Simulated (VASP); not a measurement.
Runs of VASP 6.6.1 on Na2S. The structure is that of space group Fm-3m (No. 225), or close to it. The cells are those of the table. 

```csv
level,cell,k mesh,cutoff (eV),gap on the mesh (eV),pressure (GPa)
r2SCAN,"a = 4.557 Å, angles 60.0°, 3 atoms",6 × 6 × 6,550,3.22,(c)
PBE,"a = 4.735 Å, angles 60.0°, 3 atoms",6 × 6 × 6,500,2.26,-1.5
PBE,"a = 4.597 Å, angles 60.0°, 3 atoms",6 × 6 × 6,500,2.55,(a)
PBE,"a = 4.549 Å, angles 60.0°, 3 atoms",6 × 6 × 6,500,2.65,2.0
r2SCAN,"a = 4.694 Å, angles 60.0°, 3 atoms",6 × 6 × 6,550,2.91,(b)
PBE,"a = 4.644 Å, angles 60.0°, 3 atoms",6 × 6 × 6,500,2.44,0.0
r2SCAN,"a = 4.604 Å, angles 60.0°, 3 atoms",6 × 6 × 6,550,3.11,-0.1
r2SCAN,"a = 4.604 Å, angles 60.0°, 3 atoms",8 × 8 × 8,550,3.11,-0.1
PBE,"a = 4.604 Å, angles 60.0°, 3 atoms",8 × 8 × 8,500,2.53,0.8
PBE,"a = 4.690 Å, angles 60.0°, 3 atoms",6 × 6 × 6,500,2.35,-0.8
r2SCAN,"a = 4.649 Å, angles 60.0°, 3 atoms",6 × 6 × 6,550,3.01,-1.0
r2SCAN,"a = 4.510 Å, angles 60.0°, 3 atoms",6 × 6 × 6,550,3.34,2.0
```

Alike in all rows: task single point; potentials or basis VASP PAW PBE potentials, release 64 (Na_pv, S); no spin polarisation; smearing gaussian 0.01 eV.

Task: Fill in the values left out.

Result: (a) 0.9; (b) -1.7; (c) 1.0.

Caveats: the PAW data sets were made with another functional, which shifts forces and pressure a little (some runs).

A k mesh can miss the band edges.
